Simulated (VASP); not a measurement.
A run of VASP 6.6.1 is set up as follows.

Contents of POSCAR:

```
Ag
1.0
    2.9299980804      0.0000000000      0.0000000000
   -1.4649990402      2.5374527707      0.0000000000
    0.0000000000      0.0000000000      4.9696250000
Ag
2
Direct
    0.3333333333      0.6666666667      0.2500000000
    0.6666666667      0.3333333333      0.7500000000
```

File INCAR.step1:

```
SYSTEM = Ag
  PREC = Accurate
  ENCUT = 520
  ISMEAR = 0
  SIGMA = 0.15
  LREAL = .False.
  LASPH = .True.
  NELM = 100
  NBANDS = 18
  GGA = PE
  ALGO = Normal
  EDIFF = 1E-4
  LWAVE = .True.
  LCHARG = .False.
```

The input INCAR.step2:

```
SYSTEM = Ag
  PREC = Accurate
  ENCUT = 520
  EDIFF = 1E-7
  ISMEAR = 0
  SIGMA = 0.15
  LREAL = .False.
  LASPH = .True.
  NELM = 100
  ALGO = Normal
  ISIF = 2
  LWAVE = .False.
  LCHARG = .True.
  METAGGA = R2SCAN
  LMIXTAU = .True.
  LELF = .True.
  LVHAR = .True.
  NBANDS = 18
  ISTART = 1
```

KPOINTS

```
Automatic mesh
0
Gamma
  18 18 10
  0 0 0
```

Potentials or basis: VASP PAW PBE potentials, release 64 (Ag).

Launch:

```sh
$ cat potpaw_PBE.64/Ag/POTCAR > POTCAR
$ cp INCAR.step1 INCAR
$ mpirun -np 1 vasp_std > vasp.out
$ cp INCAR.step2 INCAR
$ mpirun -np 1 vasp_std > vasp.out
```

Task: Estimate the pressure.

Result: -5.3 GPa.

Task: Predict the band gap on the k mesh.

Result: Zero (bands 11 and 12 overlap by 7.87 eV).

Stress tensor (GPa, compression positive):
```
-4.47  0.00  0.00
 0.00 -4.47  0.00
 0.00  0.00 -6.83
```

Caveat: the cell differs from its parent crystal (strain +0.0375 x Voigt [0, 0, 1, 0, 0, 0]); the cell stands under tension; the PAW data sets were made with another functional, which shifts forces and pressure a little.
